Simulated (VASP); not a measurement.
# SnBr4Cl (P4/mmm) in VASP: further runs

The runs below take SnBr4Cl through single point, with PBE.

All numbers are computed with VASP 6.6.1; they aren't measurements. Logs are shortened: lines on timing, memory, paths and dates and some standing lists are left out, and cuts for length are marked.

## (1) The cell of the first run

The structure is tetragonal, space group P4/mmm (No. 123). The conventional cell has a = 5.020 Å, b = 5.020 Å, c = 7.246 Å, α = 90.00°, β = 90.00°, γ = 90.00°. Sn (site symmetry 4/mmm) has 8 Br at 3.16 Å within 4.2 Å. Br (site symmetry 2mm) has 2 Cl at 3.03 Å and 2 Sn at 3.16 Å and 6 Br at 3.40 to 3.85 Å within 4.0 Å. Cl (site symmetry 4/mmm) has 8 Br at 3.03 Å within 4.0 Å.

The cell was built from a structure type or drawn by symmetry, and may not be a known phase.

## (2) Single point, PBE

Input file INCAR:

```
  PREC = Accurate
  ENCUT = 520
  EDIFF = 1E-6
  ISMEAR = 0
  SIGMA = 0.1
  LREAL = F
  LASPH = T
  NELM = 60
  ALGO = Normal
  ISIF = 2
  LWAVE = F
  LCHARG = F
  GGA = PE
  NBANDS = 34
```

Input file KPOINTS:

```
regular mesh
0
Gamma
  4 4 4
```

Input file POSCAR:

```
SnBr4Cl
1.0
    5.0201247100      0.0000000000      0.0000000000
    0.0000000000      5.0201247100      0.0000000000
    0.0000000000      0.0000000000      7.2464270200
Sn Br Cl
1 4 1
Direct
    0.5000000000      0.5000000000      0.0000000000
    0.5000000000      0.0000000000      0.2657380100
    0.5000000000      0.0000000000      0.7342619900
    0.0000000000      0.5000000000      0.7342619900
    0.0000000000      0.5000000000      0.2657380100
    0.0000000000      0.0000000000      0.5000000000
```

Potentials or basis: VASP PAW PBE potentials, release 64 (Sn_d, Br, Cl).

Started as:

```sh
> cat potpaw_PBE.64/Sn_d/POTCAR potpaw_PBE.64/Br/POTCAR potpaw_PBE.64/Cl/POTCAR > POTCAR
> mpirun -np 1 vasp_std > vasp.out
```

OUTCAR:

```text
PREC = Accurate
   ENCUT = 520
   EDIFF = 1E-6
   ISMEAR = 0
   LREAL = F
   LASPH = T
   NELM = 60
   ISIF = 2
   GGA = PE

 ion  position               nearest neighbor table
   1  0.500  0.500  0.000-   2 3.16   3 3.16   4 3.16   5 3.16   2 3.16   3 3.16   4 3.16   5 3.16

   2  0.500  0.000  0.266-   1 3.16   1 3.16
   3  0.500  0.000  0.734-   1 3.16   1 3.16
   4  0.000  0.500  0.734-   1 3.16   1 3.16
   5  0.000  0.500  0.266-   1 3.16   1 3.16
   6  0.000  0.000  0.500-

  LATTYP: Found a simple tetragonal cell.
 ALAT       =     5.0201247100
 C/A-ratio  =     1.4434754988

  Lattice vectors:

 A1 = (   5.0201247100,   0.0000000000,   0.0000000000)
 A2 = (   0.0000000000,   5.0201247100,   0.0000000000)
 A3 = (   0.0000000000,   0.0000000000,   7.2464270200)

Analysis of symmetry for initial positions (statically):
=====================================================================
 Subroutine PRICEL returns:
 Original cell was already a primitive cell.

 Routine SETGRP: Setting up the symmetry group for a
 simple tetragonal supercell.

 Subroutine GETGRP returns: Found 16 space group operations
 (whereof 16 operations were pure point group operations)
 out of a pool of 16 trial point group operations.

The static configuration has the point symmetry D_4h.

Analysis of symmetry for dynamics (positions and initial velocities):
=====================================================================
 Subroutine PRICEL returns:
 Original cell was already a primitive cell.

 Routine SETGRP: Setting up the symmetry group for a
 simple tetragonal supercell.

 Subroutine GETGRP returns: Found 16 space group operations
 (whereof 16 operations were pure point group operations)
 out of a pool of 16 trial point group operations.

The dynamic configuration has the point symmetry D_4h.

 Subroutine INISYM returns: Found 16 space group operations
 (whereof 16 operations are pure point group operations),
 and found     1 'primitive' translations

----------------------------------------------------------------------------------------

                                     Primitive cell

  volume of cell :     182.6219

  direct lattice vectors                    reciprocal lattice vectors
     5.020124710  0.000000000  0.000000000     0.199198239  0.000000000  0.000000000
     0.000000000  5.020124710  0.000000000     0.000000000  0.199198239  0.000000000
     0.000000000  0.000000000  7.246427020     0.000000000  0.000000000  0.137999044

  length of vectors
     5.020124710  5.020124710  7.246427020     0.199198239  0.199198239  0.137999044

  position of ions in fractional coordinates (direct lattice)
     0.500000000  0.500000000  0.000000000
     0.500000000  0.000000000  0.265738010
     0.500000000  0.000000000  0.734261990
     0.000000000  0.500000000  0.734261990
     0.000000000  0.500000000  0.265738010
     0.000000000  0.000000000  0.500000000

  ion indices of the primitive-cell ions
   primitive index   ion index
                 1           1
                 2           2
                 3           3
                 4           4
                 5           5
                 6           6

----------------------------------------------------------------------------------------

 KPOINTS: regular mesh

Automatic generation of k-mesh.
 Grid dimensions read from file:
 generate k-points for:    4    4    4

 Generating k-lattice:

  Cartesian coordinates                     Fractional coordinates (reciprocal lattice)
     0.049799560  0.000000000  0.000000000     0.250000000  0.000000000  0.000000000
     0.000000000  0.049799560  0.000000000     0.000000000  0.250000000  0.000000000
     0.000000000  0.000000000  0.034499761     0.000000000  0.000000000  0.250000000

  Length of vectors
     0.049799560  0.049799560  0.034499761

  Shift w.r.t. Gamma in fractional coordinates (k-lattice)
     0.000000000  0.000000000  0.000000000

 Subroutine IBZKPT returns following result:
 ===========================================

 Found     18 irreducible k-points:

 Following reciprocal coordinates:
            Coordinates               Weight
  0.000000  0.000000  0.000000      1.000000
  0.250000  0.000000  0.000000      4.000000
  0.500000  0.000000  0.000000      2.000000
  0.250000  0.250000  0.000000      4.000000
  0.500000  0.250000  0.000000      4.000000
  0.500000  0.500000  0.000000      1.000000
[... 10 lines left out ...]
  0.500000  0.250000  0.500000      4.000000
  0.500000  0.500000  0.500000      1.000000
   k-points           NKPTS =     18   k-points in BZ     NKDIM =     18   number of bands    NBANDS=     34
   number of dos      NEDOS =    301   number of ions     NIONS =      6
   total plane-waves  NPLWV =  86400
   dimension x,y,z NGX =    40 NGY =   40 NGZ =   54
   dimension x,y,z NGXF=    80 NGYF=   80 NGZF=  108
   ions per type =               1   4   1
   NGX,Y,Z   is equivalent  to a cutoff of  13.25, 13.25, 12.39 a.u.
   NGXF,Y,Z  is equivalent  to a cutoff of  26.49, 26.49, 24.78 a.u.
 SYSTEM =  unknown system
   PREC   = accura    normal or accurate (medium, high low for compatibility)
   ISTART =      0    job   : 0-new  1-cont  2-samecut
   ICHARG =      2    charge: 1-file 2-atom 10-const
   ISPIN  =      1    spin polarized calculation?
   LNONCOLLINEAR =      F non collinear calculations
   LSORBIT =      F    spin-orbit coupling
   LASPH  =      T    aspherical Exc in radial PAW
   ENCUT  =  520.0 eV  38.22 Ry    6.18 a.u.   9.33  9.33 13.47*2*pi/ulx,y,z
   NELM   =     60;   NELMIN=  2; NELMDL= -5     # of ELM steps
   EDIFF  = 0.1E-05   stopping-criterion for ELM
   LREAL  =      F    real-space projection
   EDIFFG = 0.1E-04   stopping-criterion for IOM
   NSW    =      0    number of steps for IOM
   IBRION =     -1    ionic relax: 0-MD 1-quasi-New 2-CG
   NFREE  =      0    steps in history (QN), initial steepest desc. (CG)
   ISIF   =      2    stress and relaxation
   ISYM   =      2    0-nonsym 1-usesym 2-fastsym
   POTIM  = 0.5000    time-step for ionic-motion
   TEBEG  =    0.0;   TEEND  =   0.0 temperature during run
   PSTRESS=    0.0 pullay stress
   NELECT =      49.0000    total number of electrons
   NUPDOWN=      -1.0000    fix difference up-down
   EMIN   =  10.00;   EMAX   =-10.00  energy-range for DOS
   EFERMI =   0.00;   METHOD = LEGACY
   ISMEAR =     0;   SIGMA  =   0.10  broadening in eV -4-tet -1-fermi 0-gaus
   EFERMI_NEDOS =   21; number of points for ismear=-14 and -15
   IALGO  =     38    algorithm
   IMIX   =      4    mixing-type and parameters
     AMIX     =   0.40;   BMIX     =  1.00
     AMIX_MAG =   1.60;   BMIX_MAG =  1.00
  volume/ion in A,a.u.               =      30.44       205.40
  Fermi-wavevector in a.u.,A,eV,Ry     =   1.055899  1.995361 15.169456  1.114924
  Thomas-Fermi vector in A             =   2.191115
   LORBIT       =      0    0 simple, 1 ext, 2 COOP (PROOUT), +10 PAW based schemes
   GGA     = PE    functional components
   LHFCALC =     F    Hartree Fock is set to
   AEXX    =    0.0000 exact exchange contribution
   IVDW    =     0    specifies the selected vdW correction
   LEPSILON=     F    determine dielectric tensor
   LRPA    =     F    only Hartree local field effects (RPA)
 non-spin polarized calculation
 Gauss-broadening in eV      SIGMA  =   0.10
  energy-cutoff  :      520.00
  volume of cell :      182.62
 maximum number of plane-waves:      4959
 NGX is ok and might be reduce to    40
   NGX = 19   NGY = 19   NGZ = 27

 number of electron      49.0000002 magnetization

 Free energy of the ion-electron system (eV)
  ---------------------------------------------------
  ext. energy  EPLUGINS =         0.00000000
  ---------------------------------------------------
  free energy    TOTEN  =       -11.84216537 eV

  energy without entropy =      -11.78818189  energy(sigma->0) =      -11.81517363

 E-fermi :   1.2230     XC(G=0):  -8.4538

 val. band max:        1.2221887332   @ k =   0.5000   0.2500   0.0000
 cond. band min:       1.2615703816   @ k =   0.5000   0.2500   0.2500
 fundamental gap:      0.0393816484
 Fermi energy:         1.2230087867

 k-point     1 :       0.0000    0.0000    0.0000
  band No.  band energies     occupation
      1     -19.6336      2.00000
      2     -19.6324      2.00000
      3     -19.6323      2.00000
      4     -19.6297      2.00000
      5     -19.6297      2.00000
      6     -13.7546      2.00000
[... 26 lines left out ...]
     33       9.1305      0.00000
     34      10.0355      0.00000

 k-point     2 :       0.2500    0.0000    0.0000
  band No.  band energies     occupation
      1     -19.6326      2.00000
      2     -19.6325      2.00000
      3     -19.6317      2.00000
      4     -19.6313      2.00000
      5     -19.6297      2.00000
      6     -13.6195      2.00000
[... 26 lines left out ...]
     33       9.5302      0.00000
     34      10.4059      0.00000

 k-point     3 :       0.5000    0.0000    0.0000
  band No.  band energies     occupation
      1     -19.6329      2.00000
      2     -19.6328      2.00000
      3     -19.6323      2.00000
      4     -19.6303      2.00000
      5     -19.6296      2.00000
      6     -13.4227      2.00000
[... 26 lines left out ...]
     33      10.0245      0.00000
     34      10.8303      0.00000
[... 482 lines left out ...]
 k-point    17 :       0.5000    0.2500    0.5000
  band No.  band energies     occupation
      1     -19.6330      2.00000
      2     -19.6329      2.00000
      3     -19.6317      2.00000
      4     -19.6312      2.00000
      5     -19.6292      2.00000
      6     -13.2564      2.00000
[... 26 lines left out ...]
     33      10.4794      0.00000
     34      10.8514      0.00000

 k-point    18 :       0.5000    0.5000    0.5000
  band No.  band energies     occupation
      1     -19.6332      2.00000
      2     -19.6329      2.00000
      3     -19.6329      2.00000
      4     -19.6314      2.00000
      5     -19.6279      2.00000
      6     -13.0424      2.00000
[... 26 lines left out ...]
     33      10.3109      0.00000
     34      10.4179      0.00000

------------------------ aborting loop because EDIFF is reached ----------------------------------------

  FORCE on cell =-STRESS in cart. coord.  units (eV):
  Direction    XX          YY          ZZ          XY          YZ          ZX
  --------------------------------------------------------------------------------------
  -------------------------------------------------------------------------------------
  Total        1.4415733      1.4415733      0.1367151      0.0000000      0.0000000      0.0000000
  in kB       12.6471998     12.6471998      1.1994281      0.0000000      0.0000000      0.0000000
  external PRESSURE =       8.8312759 kB  Pullay stress =       0.0000000 kB

 VOLUME and BASIS-vectors are now :
 -----------------------------------------------------------------------------
  energy-cutoff  :      520.00
  volume of cell :      182.62
      direct lattice vectors                 reciprocal lattice vectors
     5.020124710  0.000000000  0.000000000     0.199198239  0.000000000  0.000000000
     0.000000000  5.020124710  0.000000000     0.000000000  0.199198239  0.000000000
     0.000000000  0.000000000  7.246427020     0.000000000  0.000000000  0.137999044

 POSITION                                       TOTAL-FORCE (eV/Angst)
 -----------------------------------------------------------------------------------
      2.51006      2.51006      0.00000         0.000000      0.000000      0.000000
      2.51006      0.00000      1.92565        -0.000000      0.000000     -0.394649
      2.51006      0.00000      5.32078         0.000000      0.000000      0.394649
      0.00000      2.51006      5.32078        -0.000000     -0.000000      0.394649
      0.00000      2.51006      1.92565         0.000000     -0.000000     -0.394649
      0.00000      0.00000      3.62321         0.000000      0.000000      0.000000
 -----------------------------------------------------------------------------------
    total drift:                               -0.000000     -0.000000     -0.000000

  FREE ENERGIE OF THE ION-ELECTRON SYSTEM (eV)
  ---------------------------------------------------
  free  energy   TOTEN  =       -11.8421653700 eV

  energy  without entropy=      -11.7881818942  energy(sigma->0) =      -11.81517363
```

Run time: 3.1 min. Hardware: 1 thread of Intel Xeon 8259CL, shared host; peak memory 0.34 GiB.

What came out:

- Free energy: -11.8422 eV
- Pressure: 0.9 GPa
- Largest force: 0.395 eV/Å
- Band gap on the k mesh: zero (an odd number of electrons rules out a gap without spin polarisation)

Forces in eV/Å, atoms in the order of the input:
```
Sn   0.000  0.000  0.000
Br   0.000  0.000 -0.395
Br   0.000  0.000  0.395
Br   0.000  0.000  0.395
Br   0.000  0.000 -0.395
Cl   0.000  0.000  0.000
```

Caveat: spin-orbit coupling is left out, which moves the levels of the heavy elements; an odd number of electrons without spin polarisation forces a metal; a magnetic or distorted state may lie lower.

## (3) Single point, PBE

This run uses another cell than the first one, of 32.68 Å³/atom.

Input file INCAR:

```
SYSTEM = SnBr4Cl
ALGO = Normal
EDIFF = 1E-6
ENCUT = 520
GGA = PE
ISIF = 2
ISMEAR = 0
LASPH = .True.
LCHARG = .False.
LREAL = .False.
LWAVE = .False.
NBANDS = 34
NELM = 80
PREC = Accurate
SIGMA = 0.1
```

Input file KPOINTS:

```
k-points
0
Gamma
  8 8 6
  0 0 0
```

Input file POSCAR:

```
SnBr4Cl
1.0
    4.7969886402      0.0000000000      0.0000000000
    0.0000000000      4.7969886402      0.0000000000
    0.0000000000      0.0000000000      8.5203218146
Sn Br Cl
1 4 1
Direct
    0.5000000000      0.5000000000      0.0000000000
    0.5000000000      0.0000000000      0.2101135414
    0.5000000000      0.0000000000      0.7898864586
    0.0000000000      0.5000000000      0.7898864586
    0.0000000000      0.5000000000      0.2101135414
    0.0000000000      0.0000000000      0.5000000000
```

Potentials or basis: VASP PAW PBE potentials, release 64 (Sn_d, Br, Cl).

Started as:

```sh
> cat potpaw_PBE.64/Sn_d/POTCAR potpaw_PBE.64/Br/POTCAR potpaw_PBE.64/Cl/POTCAR > POTCAR
> mpirun -np 1 vasp_std > vasp.out
```

OUTCAR:

```text
SYSTEM = SnBr4Cl
   EDIFF = 1E-6
   ENCUT = 520
   GGA = PE
   ISIF = 2
   ISMEAR = 0
   LASPH = .True.
   LREAL = .False.
   NELM = 80
   PREC = Accurate

 ion  position               nearest neighbor table
   1  0.500  0.500  0.000-   2 2.99   3 2.99   4 2.99   5 2.99   2 2.99   3 2.99   4 2.99   5 2.99

   2  0.500  0.000  0.210-   1 2.99   1 2.99
   3  0.500  0.000  0.790-   1 2.99   1 2.99
   4  0.000  0.500  0.790-   1 2.99   1 2.99
   5  0.000  0.500  0.210-   1 2.99   1 2.99
   6  0.000  0.000  0.500-

[... 1095 lines left out ...]
  -------------------------------------------------------------------------------------
  Total        0.0173315      0.0173315     -0.0019848      0.0000000      0.0000000      0.0000000
  in kB        0.1416297      0.1416297     -0.0162194      0.0000000      0.0000000      0.0000000
  external PRESSURE =       0.0890133 kB  Pullay stress =       0.0000000 kB

 VOLUME and BASIS-vectors are now :
 -----------------------------------------------------------------------------
  energy-cutoff  :      520.00
  volume of cell :      196.06
      direct lattice vectors                 reciprocal lattice vectors
     4.796988640  0.000000000  0.000000000     0.208464117  0.000000000  0.000000000
     0.000000000  4.796988640  0.000000000     0.000000000  0.208464117  0.000000000
     0.000000000  0.000000000  8.520321815     0.000000000  0.000000000  0.117366459

 POSITION                                       TOTAL-FORCE (eV/Angst)
 -----------------------------------------------------------------------------------
      2.39849      2.39849      0.00000         0.000000     -0.000000      0.000000
      2.39849      0.00000      1.79023         0.000000     -0.000000      0.003591
      2.39849      0.00000      6.73009         0.000000     -0.000000     -0.003591
      0.00000      2.39849      6.73009         0.000000      0.000000     -0.003591
      0.00000      2.39849      1.79023        -0.000000      0.000000      0.003591
      0.00000      0.00000      4.26016         0.000000     -0.000000      0.000000
 -----------------------------------------------------------------------------------
    total drift:                                0.000000      0.000000      0.000000

  FREE ENERGIE OF THE ION-ELECTRON SYSTEM (eV)
  ---------------------------------------------------
  free  energy   TOTEN  =       -12.1688864157 eV

  energy  without entropy=      -12.0989928557  energy(sigma->0) =      -12.13393964
```

stdout:

```text
POSCAR found type information on POSCAR SnBrCl
 POSCAR found :  3 types and       6 ions
 scaLAPACK will be used
 LDA part: xc-table for (Slater+PW92), standard interpolation
 POSCAR, INCAR and KPOINTS ok, starting setup
 FFT: planning ... GRIDC
 FFT: planning ... GRID_SOFT
 FFT: planning ... GRID
 WAVECAR not read
 entering main loop
```

Wall time 8.7 min (1 thread of Intel Xeon 8259CL, shared host); peak memory 0.5 GiB.

What came out:

```yaml
Free_energy: -12.1689 eV
Pressure: 0.0 GPa
Largest_force: 0.004 eV/Å
Band_gap_on_the_k_mesh: zero (an odd number of electrons rules out a gap without spin polarisation)
```

Forces in eV/Å, atoms in the order of the input:
```
Sn   0.000  0.000  0.000
Br   0.000  0.000  0.004
Br   0.000  0.000 -0.004
Br   0.000  0.000 -0.004
Br   0.000  0.000  0.004
Cl   0.000  0.000  0.000
```

Caveat: spin-orbit coupling is left out, which moves the levels of the heavy elements; an odd number of electrons without spin polarisation forces a metal; a magnetic or distorted state may lie lower.
